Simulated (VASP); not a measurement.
Write the native input for VASP 6.6.1 that does the following.

```yaml
Task: single point
Functional: PBE
Dispersion: D3(BJ)
Potentials_or_basis: VASP PAW PBE potentials, release 64 (Li_sv, S, H)
Cutoff: 520 eV
k_mesh: 2 × 2 × 1
Occupations: fermi-dirac, width 0.05 eV
Spin: no spin polarisation
Dipole_correction: no
Further_INCAR_settings: LREAL = Auto; ALGO = Normal; EDIFF = 1e-06; NBANDS = 42
```

The structure of Li16HS lies in POSCAR:

```
Li16HS
1.0
    6.9800000000      0.0000000000      0.0000000000
    3.4900000000      4.9356050000      0.0000000000
    0.0000000000      0.0000000000     20.4034080000
Li S H
16 1 1
Direct
   -0.2499997467      0.4999994935      0.0490114201
    0.2500002533      0.4999994935      0.0490114201
   -0.2499994935      0.9999989870      0.0490114201
    0.2500005065      0.9999989870      0.0490114201
   -0.0015682588     -0.0001013047      0.1726035180
    0.5013526392     -0.0000405219      0.1717801261
    0.0003084870      0.5002426248      0.1724123735
    0.5000442514      0.4997968841      0.1725545066
   -0.2499788171      0.5021066313      0.2911229340
    0.2506324151      0.4979328775      0.2916032459
   -0.2551729766      0.9988846352      0.2936519232
    0.2541763387      1.0009309902      0.2905004889
    0.0043477519      0.0009320033      0.4098236922
    0.5025320422      0.0004660016      0.4250564416
    0.0049624666      0.4949747802      0.4237723423
    0.5017287590      0.5038490722      0.4174939794
    0.4612705470      0.0071723730      0.5149629905
    0.3577952516     -0.0835561193      0.4738522114
```

One way to write it, as run:

INCAR

```
SYSTEM = Li16HS
  PREC = Accurate
  ENCUT = 520
  EDIFF = 1E-6
  ISMEAR = -1
  SIGMA = 0.05
  LREAL = Auto
  LASPH = .TRUE.
  NELM = 80
  ALGO = Normal
  ISIF = 2
  LWAVE = .FALSE.
  LCHARG = .TRUE.
  GGA = PE
  IVDW = 12
  LELF = .TRUE.
  LVHAR = .TRUE.
  NBANDS = 42
```

KPOINTS

```
Automatic mesh
0
G
  2 2 1
  0 0 0
```

Potentials or basis: VASP PAW PBE potentials, release 64 (Li_sv, S, H).

Launch:

```sh
$ cat potpaw_PBE.64/Li_sv/POTCAR potpaw_PBE.64/S/POTCAR potpaw_PBE.64/H/POTCAR > POTCAR
$ mpirun -np 1 vasp_std > vasp.out
```

It gave:

```yaml
Largest_force: 4.226 eV/Å
Dispersion_energy_per_atom: -0.123 eV
```

Caveat: the k points lie up to 0.64 Å⁻¹ apart.

Wall time 8.7 min on 1 thread of AMD EPYC 7R43 64-Core Processor (Zen 3) (shared host), peak memory 0.74 GiB.
